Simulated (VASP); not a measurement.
# SnTe in VASP: settings compared

Aim: see how the results for SnTe move with the level of theory and the settings. Levels: PBE, r2SCAN. Tasks: single point.

Everything below comes from runs of VASP 6.6.1. Logs are shortened: lines on timing, memory, paths and dates and some standing lists are left out, and cuts for length are marked.

## Step 1: The cell of the first run

The structure is cubic, space group Fm-3m (No. 225). The conventional cell has a = 6.506 Å, b = 6.506 Å, c = 6.506 Å, α = 90.00°, β = 90.00°, γ = 90.00°. Within 4.3 Å of Sn (site symmetry m-3m) lie 6 Te at 3.25 Å. Te (site symmetry m-3m) has 6 Sn at 3.25 Å within 4.3 Å.

## Step 2: Single point, PBE (strain +2.0%)

Input file INCAR:

```
ALGO = Normal
EDIFF = 1E-6
ENCUT = 520
GGA = PE
ISIF = 2
ISMEAR = -1
LASPH = True
LCHARG = False
LREAL = False
LWAVE = False
NBANDS = 17
NELM = 80
PREC = Accurate
SIGMA = 0.02
```

Input file KPOINTS:

```
k-points
0
Gamma
  8 8 8
```

Input file POSCAR:

```
SnTe
1.0
    0.0000000000      3.2531167376      3.2531167376
    3.2531167376      0.0000000000      3.2531167376
    3.2531167376      3.2531167376      0.0000000000
Sn Te
1 1
Direct
    0.0000000000      0.0000000000      0.0000000000
    0.5000000000      0.5000000000      0.5000000000
```

Potentials or basis: VASP PAW PBE potentials, release 64 (Sn_d, Te).

The run is started by

```console
> cat potpaw_PBE.64/Sn_d/POTCAR potpaw_PBE.64/Te/POTCAR > POTCAR
> mpirun -np 1 vasp_std > vasp.out
```

OUTCAR:

```text
EDIFF = 1E-6
   ENCUT = 520
   GGA = PE
   ISIF = 2
   ISMEAR = -1
   LASPH = True
   LREAL = False
   NELM = 80
   PREC = Accurate

 ion  position               nearest neighbor table
   1  0.000  0.000  0.000-   2 3.25   2 3.25   2 3.25   2 3.25   2 3.25   2 3.25
   2  0.500  0.500  0.500-   1 3.25   1 3.25   1 3.25   1 3.25   1 3.25   1 3.25

  LATTYP: Found a face centered cubic cell.
 ALAT       =     6.5062334752

  Lattice vectors:

 A1 = (   0.0000000000,   3.2531167376,   3.2531167376)
 A2 = (   3.2531167376,   0.0000000000,   3.2531167376)
 A3 = (   3.2531167376,   3.2531167376,   0.0000000000)

Analysis of symmetry for initial positions (statically):
=====================================================================
 Subroutine PRICEL returns:
 Original cell was already a primitive cell.

 Routine SETGRP: Setting up the symmetry group for a
 face centered cubic supercell.

 Subroutine GETGRP returns: Found 48 space group operations
 (whereof 48 operations were pure point group operations)
 out of a pool of 48 trial point group operations.

The static configuration has the point symmetry O_h .

Analysis of symmetry for dynamics (positions and initial velocities):
=====================================================================
 Subroutine PRICEL returns:
 Original cell was already a primitive cell.

 Routine SETGRP: Setting up the symmetry group for a
 face centered cubic supercell.

 Subroutine GETGRP returns: Found 48 space group operations
 (whereof 48 operations were pure point group operations)
 out of a pool of 48 trial point group operations.

The dynamic configuration has the point symmetry O_h .

 Subroutine INISYM returns: Found 48 space group operations
 (whereof 48 operations are pure point group operations),
 and found     1 'primitive' translations

----------------------------------------------------------------------------------------

                                     Primitive cell

  volume of cell :      68.8540

  direct lattice vectors                    reciprocal lattice vectors
     0.000000000  3.253116738  3.253116738    -0.153698757  0.153698757  0.153698757
     3.253116738  0.000000000  3.253116738     0.153698757 -0.153698757  0.153698757
     3.253116738  3.253116738  0.000000000     0.153698757  0.153698757 -0.153698757

  length of vectors
     4.600601810  4.600601810  4.600601810     0.266214057  0.266214057  0.266214057

  position of ions in fractional coordinates (direct lattice)
     0.000000000  0.000000000  0.000000000
     0.500000000  0.500000000  0.500000000

  ion indices of the primitive-cell ions
   primitive index   ion index
                 1           1
                 2           2

----------------------------------------------------------------------------------------

 KPOINTS: k-points

Automatic generation of k-mesh.
 Grid dimensions read from file:
 generate k-points for:    8    8    8

 Generating k-lattice:

  Cartesian coordinates                     Fractional coordinates (reciprocal lattice)
    -0.019212345  0.019212345  0.019212345     0.125000000  0.000000000  0.000000000
     0.019212345 -0.019212345  0.019212345     0.000000000  0.125000000  0.000000000
     0.019212345  0.019212345 -0.019212345     0.000000000  0.000000000  0.125000000

  Length of vectors
     0.033276757  0.033276757  0.033276757

  Shift w.r.t. Gamma in fractional coordinates (k-lattice)
     0.000000000  0.000000000  0.000000000

 Subroutine IBZKPT returns following result:
 ===========================================

 Found     29 irreducible k-points:

 Following reciprocal coordinates:
            Coordinates               Weight
  0.000000  0.000000  0.000000      1.000000
  0.125000  0.000000  0.000000      8.000000
  0.250000  0.000000  0.000000      8.000000
  0.375000  0.000000  0.000000      8.000000
  0.500000  0.000000  0.000000      4.000000
  0.125000  0.125000  0.000000      6.000000
[... 16 lines left out ...]
  0.500000  0.250000  0.125000     48.000000
 -0.375000  0.250000  0.125000     24.000000
 [... further k-points ...]
   k-points           NKPTS =     29   k-points in BZ     NKDIM =     29   number of bands    NBANDS=     17
   number of dos      NEDOS =    301   number of ions     NIONS =      2
   total plane-waves  NPLWV =  46656
   dimension x,y,z NGX =    36 NGY =   36 NGZ =   36
   dimension x,y,z NGXF=    72 NGYF=   72 NGZF=   72
   ions per type =               1   1
   NGX,Y,Z   is equivalent  to a cutoff of  13.01, 13.01, 13.01 a.u.
   NGXF,Y,Z  is equivalent  to a cutoff of  26.02, 26.02, 26.02 a.u.
 SYSTEM =  unknown system
   PREC   = accura    normal or accurate (medium, high low for compatibility)
   ISTART =      0    job   : 0-new  1-cont  2-samecut
   ICHARG =      2    charge: 1-file 2-atom 10-const
   ISPIN  =      1    spin polarized calculation?
   LNONCOLLINEAR =      F non collinear calculations
   LSORBIT =      F    spin-orbit coupling
   LASPH  =      T    aspherical Exc in radial PAW
   ENCUT  =  520.0 eV  38.22 Ry    6.18 a.u.   8.55  8.55  8.55*2*pi/ulx,y,z
   NELM   =     80;   NELMIN=  2; NELMDL= -5     # of ELM steps
   EDIFF  = 0.1E-05   stopping-criterion for ELM
   LREAL  =      F    real-space projection
   EDIFFG = 0.1E-04   stopping-criterion for IOM
   NSW    =      0    number of steps for IOM
   IBRION =     -1    ionic relax: 0-MD 1-quasi-New 2-CG
   NFREE  =      0    steps in history (QN), initial steepest desc. (CG)
   ISIF   =      2    stress and relaxation
   ISYM   =      2    0-nonsym 1-usesym 2-fastsym
   POTIM  = 0.5000    time-step for ionic-motion
   TEBEG  =    0.0;   TEEND  =   0.0 temperature during run
   PSTRESS=    0.0 pullay stress
   NELECT =      20.0000    total number of electrons
   NUPDOWN=      -1.0000    fix difference up-down
   EMIN   =  10.00;   EMAX   =-10.00  energy-range for DOS
   EFERMI =   0.00;   METHOD = LEGACY
   ISMEAR =    -1;   SIGMA  =   0.02  broadening in eV -4-tet -1-fermi 0-gaus
   EFERMI_NEDOS =   21; number of points for ismear=-14 and -15
   IALGO  =     38    algorithm
   IMIX   =      4    mixing-type and parameters
     AMIX     =   0.40;   BMIX     =  1.00
     AMIX_MAG =   1.60;   BMIX_MAG =  1.00
  volume/ion in A,a.u.               =      34.43       232.32
  Fermi-wavevector in a.u.,A,eV,Ry     =   1.084198  2.048837 15.993442  1.175485
  Thomas-Fermi vector in A             =   2.220282
   LORBIT       =      0    0 simple, 1 ext, 2 COOP (PROOUT), +10 PAW based schemes
   GGA     = PE    functional components
   LHFCALC =     F    Hartree Fock is set to
   AEXX    =    0.0000 exact exchange contribution
   IVDW    =     0    specifies the selected vdW correction
   LEPSILON=     F    determine dielectric tensor
   LRPA    =     F    only Hartree local field effects (RPA)
 non-spin polarized calculation
  energy-cutoff  :      520.00
  volume of cell :       68.85
 maximum number of plane-waves:      1880
 NGX is ok and might be reduce to    36
   NGX = 17   NGY = 17   NGZ = 17

 number of electron      19.9999998 magnetization

 Free energy of the ion-electron system (eV)
  ---------------------------------------------------
  ext. energy  EPLUGINS =         0.00000000
  ---------------------------------------------------
  free energy    TOTEN  =        -7.54852772 eV

  energy without entropy =       -7.54848092  energy(sigma->0) =       -7.54850432

 E-fermi :   5.7957     XC(G=0):  -9.0698

 val. band max:        5.7110059497   @ k =   0.5000   0.0000   0.0000
 cond. band min:       5.8803610173   @ k =   0.5000   0.0000   0.0000
 fundamental gap:      0.1693550676
 Fermi energy:         5.7956834877

 k-point     1 :       0.0000    0.0000    0.0000
  band No.  band energies     occupation
      1     -16.0762      2.00000
      2     -16.0762      2.00000
      3     -16.0752      2.00000
      4     -16.0752      2.00000
      5     -16.0752      2.00000
      6      -6.3212      2.00000
[... 9 lines left out ...]
     16      10.7296      0.00000
     17      12.6102      0.00000

 k-point     2 :       0.1250    0.0000    0.0000
  band No.  band energies     occupation
      1     -16.0767      2.00000
      2     -16.0767      2.00000
      3     -16.0750      2.00000
      4     -16.0746      2.00000
      5     -16.0746      2.00000
      6      -6.2085      2.00000
[... 9 lines left out ...]
     16      11.0241      0.00000
     17      13.4582      0.00000

 k-point     3 :       0.2500    0.0000    0.0000
  band No.  band energies     occupation
      1     -16.0779      2.00000
      2     -16.0779      2.00000
      3     -16.0746      2.00000
      4     -16.0729      2.00000
      5     -16.0729      2.00000
      6      -5.8955      2.00000
[... 9 lines left out ...]
     16      11.8492      0.00000
     17      15.2800      0.00000

 k-point     4 :       0.3750    0.0000    0.0000
  band No.  band energies     occupation
      1     -16.0791      2.00000
      2     -16.0791      2.00000
      3     -16.0742      2.00000
      4     -16.0711      2.00000
      5     -16.0711      2.00000
      6      -5.4892      2.00000
[... 9 lines left out ...]
     16      13.1356      0.00000
     17      15.6097      0.00000
[... 343 lines left out ...]
      1     -16.0802      2.00000
      2     -16.0763      2.00000
      3     -16.0753      2.00000
      4     -16.0719      2.00000
      5     -16.0713      2.00000
      6      -5.6496      2.00000
[... 9 lines left out ...]
     16      13.6768      0.00000
     17      13.9626      0.00000

 k-point    23 :       0.5000    0.2500    0.1250
  band No.  band energies     occupation
      1     -16.0810      2.00000
      2     -16.0772      2.00000
      3     -16.0742      2.00000
      4     -16.0712      2.00000
      5     -16.0703      2.00000
      6      -5.3057      2.00000
[... 9 lines left out ...]
     16      13.9234      0.00000
     17      15.0713      0.00000

 k-point    24 :      -0.3750    0.2500    0.1250
  band No.  band energies     occupation
      1     -16.0812      2.00000
      2     -16.0777      2.00000
      3     -16.0731      2.00000
      4     -16.0717      2.00000
      5     -16.0698      2.00000
      6      -5.1316      2.00000
[... 9 lines left out ...]
     16      15.0383      0.00000
     17      15.1195      0.00000

 [... further k-points ...]
[... 5 lines left out ...]
  --------------------------------------------------------------------------------------
  -------------------------------------------------------------------------------------
  Total       -0.7176398     -0.7176398     -0.7176398      0.0000000     -0.0000000      0.0000000
  in kB      -16.6989102    -16.6989102    -16.6989102      0.0000000     -0.0000000      0.0000000
  external PRESSURE =     -16.6989102 kB  Pullay stress =       0.0000000 kB

 VOLUME and BASIS-vectors are now :
 -----------------------------------------------------------------------------
  energy-cutoff  :      520.00
  volume of cell :       68.85
      direct lattice vectors                 reciprocal lattice vectors
     0.000000000  3.253116738  3.253116738    -0.153698757  0.153698757  0.153698757
     3.253116738  0.000000000  3.253116738     0.153698757 -0.153698757  0.153698757
     3.253116738  3.253116738  0.000000000     0.153698757  0.153698757 -0.153698757

 POSITION                                       TOTAL-FORCE (eV/Angst)
 -----------------------------------------------------------------------------------
      0.00000      0.00000      0.00000        -0.000000      0.000000      0.000000
      3.25312      3.25312      3.25312         0.000000      0.000000     -0.000000
 -----------------------------------------------------------------------------------
    total drift:                               -0.000000      0.000000      0.000000

  FREE ENERGIE OF THE ION-ELECTRON SYSTEM (eV)
  ---------------------------------------------------
  free  energy   TOTEN  =        -7.5485277245 eV

  energy  without entropy=       -7.5484809184  energy(sigma->0) =       -7.54850432
```

It took 13 s on 1 thread of Intel Xeon 6975P-C (Granite Rapids), shared host; peak memory 0.21 GiB.

Results:

| Quantity | Value |
| --- | --- |
| Free energy | -7.5485 eV |
| Pressure | -1.7 GPa |
| Band gap on the k mesh | 0.17 eV, direct |

Levels at points of the mesh, in eV from the valence-band top:
```csv
k point,band 7,band 8,band 9,band 10,band 11,band 12,band 13,band 14
"(0.00, 0.00, 0.00)",-4.93,-1.79,-1.79,-1.79,3.24,3.24,3.24,5.02
"(0.50, 0.00, 0.00)",-7.76,-1.48,-1.48,0.00,0.17,0.60,0.60,7.67
"(0.50, 0.50, 0.00)",-6.31,-4.82,-3.19,-3.19,2.64,4.57,4.57,5.79
```

Caveat: the cell differs from its parent crystal (strain +2.0%); spin-orbit coupling is left out, which moves the levels of the heavy elements.

## Step 3: Single point, r2SCAN

This run uses another cell than the first one, of 32.44 Å³/atom, 0.942 times its volume.

Input file POSCAR:

```
SnTe
1.0
    0.0000000000      3.1893301349      3.1893301349
    3.1893301349      0.0000000000      3.1893301349
    3.1893301349      3.1893301349      0.0000000000
Sn Te
1 1
Direct
    0.0000000000      0.0000000000      0.0000000000
    0.5000000000      0.5000000000      0.5000000000
```

Input file INCAR.step1:

```
PREC = Accurate ; ENCUT = 520
ISMEAR = -1 ; SIGMA = 0.02
LREAL = F ; LASPH = T
NELM = 60 ; NBANDS = 17
GGA = PE ; ALGO = Normal
EDIFF = 1E-4 ; LWAVE = T
LCHARG = F
```

Input file INCAR.step2:

```
PREC = Accurate ; ENCUT = 520
EDIFF = 1E-6 ; ISMEAR = -1
SIGMA = 0.02 ; LREAL = F
LASPH = T ; NELM = 60
ALGO = Normal ; ISIF = 2
LWAVE = F ; LCHARG = T
METAGGA = R2SCAN ; LMIXTAU = T
LELF = T ; LVHAR = T
NBANDS = 17 ; ISTART = 1
```

Input file KPOINTS:

```
Automatic mesh
0
Gamma
  8 8 8
```

Potentials or basis: VASP PAW PBE potentials, release 64 (Sn_d, Te).

The run is started by

```console
> cat potpaw_PBE.64/Sn_d/POTCAR potpaw_PBE.64/Te/POTCAR > POTCAR
> cp INCAR.step1 INCAR
> mpirun -np 1 vasp_std > vasp.out
> cp INCAR.step2 INCAR
> mpirun -np 1 vasp_std > vasp.out
```

Run time: 46 s. Hardware: 1 thread of Intel Xeon 6975P-C (Granite Rapids), shared host; peak memory 0.22 GiB.

The run converged. Its results:

```
Free energy            : -50.6863 eV
Pressure               : -0.1 GPa
Band gap on the k mesh : 0.14 eV, direct
```

Levels at points of the mesh, in eV from the valence-band top:
| k point | band 6 | band 7 | band 8 | band 9 | band 10 | band 11 | band 12 | band 13 | band 14 | band 15 |
| --- | --- | --- | --- | --- | --- | --- | --- | --- | --- | --- |
| (0.00, 0.00, 0.00) | -13.21 | -4.88 | -2.38 | -2.38 | -2.38 | 3.36 | 3.36 | 3.36 | 5.04 | 5.04 |
| (0.50, 0.00, 0.00) | -11.95 | -8.60 | -2.02 | -2.02 | 0.00 | 0.14 | 0.34 | 0.34 | 8.13 | 8.97 |
| (0.50, 0.50, 0.00) | -11.65 | -6.73 | -5.71 | -3.93 | -3.93 | 2.47 | 4.94 | 4.94 | 6.44 | 9.10 |

Caveat: the PAW data sets were made with another functional, which shifts forces and pressure a little; spin-orbit coupling is left out, which moves the levels of the heavy elements.

## Step 4: Single point, r2SCAN (strain +2.0%)

Input file POSCAR:

```
SnTe
1.0
    0.0000000000      3.2531167376      3.2531167376
    3.2531167376      0.0000000000      3.2531167376
    3.2531167376      3.2531167376      0.0000000000
Sn Te
1 1
Direct
    0.0000000000      0.0000000000      0.0000000000
    0.5000000000      0.5000000000      0.5000000000
```

Input file INCAR.step1:

```
SYSTEM = SnTe
PREC = Accurate ; ENCUT = 520
ISMEAR = 0 ; SIGMA = 0.01
LREAL = .False. ; LASPH = .True.
NELM = 100 ; NBANDS = 17
GGA = PE ; ALGO = Normal
EDIFF = 1E-4 ; LWAVE = .True.
LCHARG = .False.
```

Input file INCAR.step2:

```
SYSTEM = SnTe
PREC = Accurate ; ENCUT = 520
EDIFF = 1E-6 ; ISMEAR = 0
SIGMA = 0.01 ; LREAL = .False.
LASPH = .True. ; NELM = 100
ALGO = Normal ; ISIF = 2
LWAVE = .False. ; LCHARG = .False.
METAGGA = R2SCAN ; LMIXTAU = .True.
NBANDS = 17 ; ISTART = 1
```

Input file KPOINTS:

```
regular mesh
0
Gamma
  8 8 8
  0 0 0
```

The run is started by

```console
> cat potpaw_PBE.64/Sn_d/POTCAR potpaw_PBE.64/Te/POTCAR > POTCAR
> cp INCAR.step1 INCAR
> mpirun -np 1 vasp_std > vasp.out
> cp INCAR.step2 INCAR
> mpirun -np 1 vasp_std > vasp.out
```

It took 49 s on 1 thread of Intel Xeon 6975P-C (Granite Rapids), shared host; peak memory 0.23 GiB.

It converged, with:

* Free energy: -50.6547 eV
* Pressure: -2.4 GPa
* Band gap on the k mesh: 0.31 eV, direct

Levels at points of the mesh, in eV from the valence-band top:
| k point | band 8 | band 9 | band 10 | band 11 | band 12 | band 13 |
| --- | --- | --- | --- | --- | --- | --- |
| (0.00, 0.00, 0.00) | -2.06 | -2.06 | -2.06 | 3.37 | 3.37 | 3.37 |
| (0.50, 0.00, 0.00) | -1.72 | -1.72 | 0.00 | 0.31 | 0.57 | 0.57 |
| (0.50, 0.50, 0.00) | -5.15 | -3.50 | -3.50 | 2.84 | 4.79 | 4.79 |

Caveat: the cell differs from its parent crystal (strain +2.0%); the PAW data sets were made with another functional, which shifts forces and pressure a little; spin-orbit coupling is left out, which moves the levels of the heavy elements. A k mesh can miss the band edges.

## Step 5: Single point, PBE (epitaxial xy strain -3.0%)

Input file INCAR:

```
SYSTEM = SnTe
PREC = Accurate ; ENCUT = 520
EDIFF = 1E-7 ; ISMEAR = -1
SIGMA = 0.02 ; LREAL = .False.
LASPH = .True. ; NELM = 100
ALGO = Normal ; ISIF = 2
LWAVE = .False. ; LCHARG = .False.
GGA = PE ; NBANDS = 17
```

Input file KPOINTS:

```
Automatic mesh
0
Gamma
  8 8 8
  0 0 0
```

Input file POSCAR:

```
SnTe
1.0
    0.0000000000      3.0936502309      3.2004529083
    3.0936502309      0.0000000000      3.2004529083
    3.0936502309      3.0936502309      0.0000000000
Sn Te
1 1
Direct
    0.0000000000      0.0000000000      0.0000000000
    0.5000000000      0.5000000000      0.5000000000
```

The run is started by

```console
> cat potpaw_PBE.64/Sn_d/POTCAR potpaw_PBE.64/Te/POTCAR > POTCAR
> mpirun -np 1 vasp_std > vasp.out
```

Run time: 28 s. Hardware: 1 thread of Intel Xeon 6975P-C (Granite Rapids), shared host; peak memory 0.23 GiB.

The run converged. Its results:

| Property | Result |
| --- | --- |
| Free energy | -7.4979 eV |
| Pressure | 3.5 GPa |
| Band gap on the k mesh | 0.24 eV, direct |

Stress tensor (GPa, compression positive):
```
5.06 0.00 0.00
0.00 5.06 0.00
0.00 0.00 0.50
```

Levels at points of the mesh, in eV from the valence-band top:
```
           k point  band 7  band 8  band 9  band 10  band 11  band 12  band 13  band 14
(0.00, 0.00, 0.00)   -4.53   -2.27   -2.27    -1.90     2.91     3.74     3.74     4.61
(0.50, 0.00, 0.00)   -8.41   -1.86   -1.75     0.00     0.24     0.38     0.46     7.89
(0.50, 0.50, 0.00)   -6.26   -5.63   -3.74    -3.74     2.21     5.19     5.19     6.25
(0.50, 0.00, 0.50)   -6.50   -5.70   -4.02    -3.62     2.12     4.60     5.50     6.80
```

Caveat: the cell differs from its parent crystal (epitaxial xy strain -3.0%); spin-orbit coupling is left out, which moves the levels of the heavy elements. A k mesh can miss the band edges.

## Step 6: Overview

```tsv
level	cell	smearing	gap on the mesh (eV)	pressure (GPa)
PBE	a = 4.601 Å, angles 60.0°, 2 atoms	fermi-dirac 0.02 eV	0.17	-1.7
r2SCAN	a = 4.510 Å, angles 60.0°, 2 atoms	fermi-dirac 0.02 eV	0.14	-0.1
r2SCAN	a = 4.601 Å, angles 60.0°, 2 atoms	gaussian 0.01 eV	0.31	-2.4
PBE	a = 4.451, b = 4.451, c = 4.375 Å, angles 60.6, 60.6, 58.9°, 2 atoms	fermi-dirac 0.02 eV	0.24	3.5
```

Alike in all rows: task single point; potentials or basis VASP PAW PBE potentials, release 64 (Sn_d, Te); no spin polarisation; k mesh 8 × 8 × 8; cutoff (eV) 520.

Caveats: spin-orbit coupling is left out, which moves the levels of the heavy elements; the PAW data sets were made with another functional, which shifts forces and pressure a little (some runs).

Total energies depend on the potentials used, so only differences within one code and one set of settings carry meaning.
